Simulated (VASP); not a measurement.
A run of VASP 6.6.1 is set up as follows.

Contents of INCAR:

```
SYSTEM = Ti
ALGO = Normal ; EDIFF = 1E-6
EDIFFG = -0.01 ; ENCUT = 600
GGA = PS ; IBRION = 2
ISIF = 3 ; ISMEAR = 0
LASPH = .TRUE. ; LCHARG = .FALSE.
LREAL = .FALSE. ; LWAVE = .FALSE.
NELM = 100 ; NSW = 100
PREC = Accurate ; SIGMA = 0.1
```

Contents of KPOINTS:

```
k-points
0
G
  15 15 24
  0 0 0
```

File POSCAR:

```
Ti
1.0
    4.6837902718      0.0000000000      0.0000000000
   -2.3418951359      4.0562813613      0.0000000000
    0.0000000000      0.0000000000      2.3741198153
Ti
2
Direct
    0.3333333333      0.6666666667      0.0000000000
    0.6666666667      0.3333333333      0.0000000000
```

Potentials or basis: VASP PAW PBE potentials, release 64 (Ti_sv).

Launch:

```sh
$ cat potpaw_PBE.64/Ti_sv/POTCAR > POTCAR
$ mpirun -np 1 vasp_std > vasp.out
```

(1) What does it give for the band gap on the k mesh?

(2) What does it give for the relaxed volume?

(3) What does it give for the relaxed cell?

Answers

(1) zero (band 12 reaches 5.78 eV, above the bottom of band 13 at 4.38 eV).

(2) 22.54 Å³/atom.

(3) a = 4.679 Å, b = 4.679 Å, c = 2.377 Å, α = 90.00°, β = 90.00°, γ = 120.00°.

Caveat: the PAW data sets were made with another functional, which shifts forces and pressure a little.
